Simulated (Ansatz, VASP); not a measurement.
**Two plane-wave programs on Pt**

```xyz
1
Lattice="2.6242 0.0000 0.0000 0.0000 2.6242 0.0000 0.0000 0.0000 2.6242" Properties=species:S:1:pos:R:3 pbc="T T T"
Pt    0.0000    0.0000    0.0000
```

Alike in both runs: functional PBE; k mesh 20 × 20 × 20; occupations gaussian, width 0.1 eV; no spin polarisation.

Ansatz relaxed the structure, and its values are those at the end. VASP's run is a single point on that final structure, the one shown.

```csv
,VASP,Ansatz
version,VASP 6.6.1,Ansatz 0.2.0
potentials or method,"VASP PAW PBE potentials, release 64 (Pt), cutoff 500 eV","scalar-relativistic, plane waves, PAW"
valence electrons in the cell,10,18
```

Ansatz gave:

```
gap on the k mesh at the Fermi level (eV) : none
pressure (GPa)                            : 0.0
```

Problem. Estimate VASP's values.

Solution. gap on the k mesh at the Fermi level (eV): none; pressure (GPa): -0.5.

A gap of «none» marks a metal or a gap that the smearing closes. The functional is the same, so the differences come from potentials, cutoffs and numerics. VASP's potentials hold 10 valence electrons a cell and Ansatz's 18, so a difference there can come from the potentials and not from the codes.

Neither program's run includes spin-orbit coupling.
